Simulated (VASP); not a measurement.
A run of VASP 6.6.1 is set up as follows.

INCAR

```
PREC     = Accurate       # precision mode
ENCUT    = 520            # plane-wave cutoff, eV
EDIFF    = 1E-7           # SCF threshold, eV
ISMEAR   = 0              # smearing method
SIGMA    = 0.1            # smearing width, eV
LREAL    = F              # projectors in reciprocal space
LASPH    = T              # aspherical terms in the spheres
NELM     = 80             # most SCF steps
ALGO     = Normal         # electronic algorithm
ISIF     = 2              # what is computed and relaxed
LWAVE    = F              # write WAVECAR
LCHARG   = F              # write CHGCAR
GGA      = PS             # functional
NBANDS   = 13             # bands
```

KPOINTS

```
regular mesh
0
Gamma
  4 4 4
```

POSCAR

```
Te
1.0
    0.0000000000      3.5292247665      3.5292247665
    3.5292247665      0.0000000000      3.5292247665
    3.5292247665      3.5292247665      0.0000000000
Te
2
Direct
    0.5000000000      0.5000000000      0.5000000000
    0.7500000000      0.7500000000      0.7500000000
```

Potentials or basis: VASP PAW PBE potentials, release 64 (Te).

Run with:

```sh
$ cat potpaw_PBE.64/Te/POTCAR > POTCAR
$ mpirun -np 1 vasp_std > vasp.out
```

Problem. What does it give for the band gap on the k mesh?

Solution. Zero (bands 6 and 7 overlap by 0.97 eV).

Problem. Predict the pressure.

Solution. 0.3 GPa.

Caveat: the k points lie up to 0.39 Å⁻¹ apart, too coarse for converged energies and pressures of a metal; the PAW data sets were made with another functional, which shifts forces and pressure a little; spin-orbit coupling is left out, which moves the levels of the heavy elements.
